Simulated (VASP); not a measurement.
Write the native input for VASP 6.6.1 that does the following.

| Item | Value |
| --- | --- |
| Task | single point |
| Functional | LDA |
| Potentials or basis | VASP PAW LDA potentials, release 64 (Li_sv, F) |
| Cutoff | 520 eV |
| k mesh | 10 × 10 × 10 |
| Occupations | gaussian, width 0.01 eV |
| Spin | no spin polarisation |
| Dipole correction | no |
| Further INCAR settings | ALGO = Normal; EDIFF = 1e-07; NBANDS = 12 |

The structure of LiF lies in POSCAR:

```
LiF
1.0
    1.9740095325      1.9740095325      0.0000000000
   -1.9740095325      1.9740095325      0.0000000000
    0.0000000000      1.9740095325      1.9426224374
Li F
1 1
Direct
    0.0000000000      0.0000000000      0.0000000000
    0.5000000000      0.5000000000      0.0000000000
```

This cell differs from its parent crystal: in-plane strain +0.01, then relaxed in part.

One way to write it, as run:

INCAR

```
  PREC = Accurate
  ENCUT = 520
  EDIFF = 1E-7
  ISMEAR = 0
  SIGMA = 0.01
  LREAL = False
  LASPH = True
  NELM = 80
  ALGO = Normal
  ISIF = 2
  LWAVE = False
  LCHARG = True
  GGA = CA
  LELF = True
  LVHAR = True
  NBANDS = 12
```

KPOINTS

```
Automatic mesh
0
Gamma
  10 10 10
```

Potentials or basis: VASP PAW LDA potentials, release 64 (Li_sv, F).

Launch:

```sh
$ cat potpaw_LDA.64/Li_sv/POTCAR potpaw_LDA.64/F/POTCAR > POTCAR
$ mpirun -np 1 vasp_std > vasp.out
```

It gave:

The band gap on the k mesh is 9.54 eV, direct.

Caveat: the cell differs from its parent crystal (in-plane strain +0.01, then relaxed in part).

It took 48 s on 1 thread of AMD EPYC 7R13, with other jobs on the host, peak memory 0.1 GiB.
